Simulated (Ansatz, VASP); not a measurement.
**Two plane-wave programs on GaAs**

POSCAR

```
GaAs
1.0
    0.0000000000      2.8268500000      2.8268500000
    2.8268500000      0.0000000000      2.8268500000
    2.8268500000      2.8268500000      0.0000000000
As Ga
1 1
Direct
    0.7500000000      0.7500000000      0.7500000000
    0.0000000000      0.0000000000      0.0000000000
```

File INCAR.step1:

```
ALGO = Normal
EDIFF = 1E-5
ENCUT = 520
GGA = PE
ISIF = 2
ISMEAR = -1
LASPH = T
LCHARG = F
LREAL = F
LWAVE = T
NBANDS = 16
NELM = 100
PREC = Accurate
SIGMA = 0.05
```

The input INCAR.step2:

```
AEXX = 0.5
ALGO = Normal
EDIFF = 1E-6
ENCUT = 520
ISIF = 2
ISMEAR = -1
ISTART = 1
LASPH = T
LCHARG = F
LHFCALC = T
LMIXTAU = T
LREAL = F
LWAVE = F
METAGGA = R2SCAN
NBANDS = 16
NELM = 100
PREC = Accurate
PRECFOCK = Normal
SIGMA = 0.05
```

File KPOINTS:

```
k-points
0
Gamma
  4 4 4
```

input.yaml

```yaml
crystal:
  lattice:
    - [0.0, 2.82685, 2.82685]
    - [2.82685, 0.0, 2.82685]
    - [2.82685, 2.82685, 0.0]
  atoms:
    - { symbol: As, position: [0.75, 0.75, 0.75] }
    - { symbol: Ga, position: [0.0, 0.0, 0.0] }
hamiltonian:
  xc: r2scan50
  pseudopotentials: { kind: paw }
kpoints:
  mp_grid: { grid: [4, 4, 4] }
  band_path:
    path:
      - [[0.0, 0.0, 0.0], [0.5, 0.0, 0.5], [0.5, 0.25, 0.75], [0.375, 0.375, 0.75], [0.0, 0.0, 0.0], [0.5, 0.5, 0.5], [0.625, 0.25, 0.625], [0.5, 0.25, 0.75], [0.5, 0.5, 0.5], [0.375, 0.375, 0.75]]
      - [[0.625, 0.25, 0.625], [0.5, 0.0, 0.5]]
    npoints: 4
scf:
  occupations: { method: fermi_dirac, width: 0.05 }
  n_extra_bands: 6
output:
  forces: true
  stress: true
  eigenvalues: true
  fatbands: false
```

Alike in both runs: functional r2SCAN50; k mesh 4 × 4 × 4; occupations fermi-dirac, width 0.05 eV; no spin polarisation.

```csv
,VASP,Ansatz
version,VASP 6.6.1,Ansatz 0.2.0
potentials or method,"VASP PAW PBE potentials, release 64 (As, Ga_d)",Ansatz PAW
plane-wave cutoff (eV),520,500
valence electrons in the cell,18,28
task,single point,band structure
```

Ansatz gave:

```
gap on the k mesh at the Fermi level (eV) : 3.84
least direct gap on the mesh (eV)         : 3.84
pressure (GPa)                            : -1.3
```

Q: Which values does VASP return?

A: gap on the k mesh at the Fermi level (eV): 3.93; least direct gap on the mesh (eV): 3.93; pressure (GPa): -2.0.

VASP's potentials were made for PBE, not for r2SCAN50. With one functional, cell and mesh, what is left measures potentials, basis and numerics. VASP's potentials hold 18 valence electrons a cell and Ansatz's 28, so a difference there can come from the potentials and not from the codes.

The k mesh is coarse, so the values compare programs but aren't converged.
